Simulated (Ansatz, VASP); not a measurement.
KI in VASP and in Ansatz

Contents of INCAR:

```
  PREC = Accurate
  ENCUT = 520
  EDIFF = 1E-7
  ISMEAR = -1
  SIGMA = 0.03
  LREAL = F
  LASPH = T
  NELM = 60
  ALGO = Normal
  ISIF = 2
  LWAVE = F
  LCHARG = F
  GGA = PE
  NBANDS = 15
```

Contents of KPOINTS:

```
Automatic mesh
0
Gamma
  9 9 9
```

Contents of POSCAR:

```
KI
1.0
    0.0000000000      4.0275764067      4.0275764067
    4.0275764067      0.0000000000      4.0275764067
    4.0275764067      4.0275764067      0.0000000000
K I
1 1
Direct
    0.0000000000      0.0000000000      0.0000000000
    0.2500000000      0.2500000000      0.2500000000
```

Input for Ansatz:

```yaml
crystal:
  lattice:
    - [0.0, 4.0275764067, 4.0275764067]
    - [4.0275764067, 0.0, 4.0275764067]
    - [4.0275764067, 4.0275764067, 0.0]
  atoms:
    - { symbol: K, position: [0.0, 0.0, 0.0] }
    - { symbol: I, position: [0.25, 0.25, 0.25] }
kpoints:
  mp_grid: { grid: [9, 9, 9] }
scf:
  occupations: { method: fermi_dirac, width: 0.03 }
hamiltonian:
  xc: pbe
  pseudopotentials: { kind: all_electron, lapw: { basis_error: 0.0005 } }
output:
  forces: true
  stress: true
  eigenvalues: true
```

Change from the starting cell: volume scaled by 1.025.

Alike in both runs: task single point; functional PBE; k mesh 9 × 9 × 9; occupations fermi-dirac, width 0.03 eV; no spin polarisation.

```csv
,VASP,Ansatz
version,VASP 6.6.1,Ansatz 0.2.0
potentials or method,"VASP PAW PBE potentials, release 64 (K_sv, I), cutoff 520 eV","all-electron LAPW, scalar-relativistic"
```

```csv
,VASP,Ansatz,Ansatz less VASP
gap on the k mesh at the Fermi level (eV),3.85,3.86,+0.002
pressure (GPa),-0.2,-0.2,-0.01
```

Ansatz ran all-electron here, and VASP with PAW potentials.

Neither program's run includes spin-orbit coupling.
